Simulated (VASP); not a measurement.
CrIr, 2 atoms in the cell. It takes space group P-6m2 (No. 187, hexagonal). The conventional cell has a = 2.668 Å, b = 2.668 Å, c = 4.200 Å, α = 90.00°, β = 90.00°, γ = 120.00°. Cr (site symmetry -6m2) has 6 Ir at 2.60 Å and 6 Cr at 2.67 Å within 3.4 Å. Within 3.4 Å of Ir (site symmetry -6m2) lie 6 Cr at 2.60 Å and 6 Ir at 2.67 Å. 

```yaml
Program: VASP 6.6.1
Task: relaxation of cell and atoms
Functional: PBEsol
Potentials_or_basis: VASP PAW PBE potentials, release 64 (Cr_pv, Ir)
Cutoff: 600 eV
k_mesh: 10 × 10 × 5
Occupations: fermi-dirac, width 0.05 eV
Spin: collinear spin, ferromagnetic start
Starting_moments: "[3.0, 0.0] μB"
Dipole_correction: no
Further_INCAR_settings: ALGO = Normal; EDIFF = 1e-07; IBRION = 2; EDIFFG = -0.01; NSW = 80; ISIF = 3
```

Potentials or basis: VASP PAW PBE potentials, release 64 (Cr_pv, Ir).

The run is started by

```sh
$ cat potpaw_PBE.64/Cr_pv/POTCAR potpaw_PBE.64/Ir/POTCAR > POTCAR
$ mpirun -np 1 vasp_std > vasp.out
```

Hardware: 1 thread of Intel(R) Xeon(R) Platinum 8259CL CPU @ 2.50GHz (Skylake/Cascade Lake), with other jobs on the host.

Estimate the wall time of this run.

Wall time 2.1 min on 1 thread of Intel(R) Xeon(R) Platinum 8259CL CPU @ 2.50GHz (Skylake/Cascade Lake), on a shared host, peak memory 0.2 GiB. Counts: scf iterations 44, k points 42, ion steps 4.
